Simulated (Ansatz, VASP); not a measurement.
WI6: VASP beside Ansatz

```
CELL_PARAMETERS angstrom
0.00000 5.78444 5.78444
5.78444 0.00000 5.78444
5.78444 5.78444 0.00000
ATOMIC_POSITIONS crystal
W 0.00000 0.00000 0.00000
I 0.76565 0.23435 0.23435
I 0.23435 0.76565 0.76565
I 0.23435 0.76565 0.23435
I 0.76565 0.23435 0.76565
I 0.23435 0.23435 0.76565
I 0.76565 0.76565 0.23435
```

Alike in both runs: task single point; functional PBE; k mesh 4 × 4 × 4; occupations gaussian, width 0.2 eV; no spin polarisation.

|  | VASP | Ansatz |
| --- | --- | --- |
| version | VASP 6.6.1 | Ansatz 0.2.0 |
| potentials or method | VASP PAW PBE potentials, release 64 (W_sv, I), cutoff 520 eV | scalar-relativistic, plane waves, PAW |
| valence electrons in the cell | 56 | 116 |

```csv
,VASP,Ansatz,Ansatz less VASP
gap on the k mesh at the Fermi level (eV),0.22,0.22,-0.002
least direct gap on the mesh (eV),0.23,0.23,-0.002
pressure (GPa),0.0,0.0,+0.01
```

The functional is the same, so the differences come from potentials, cutoffs and numerics. VASP's potentials hold 56 valence electrons a cell and Ansatz's 116, so a difference there can come from the potentials and not from the codes.

Spin-orbit coupling is off throughout.
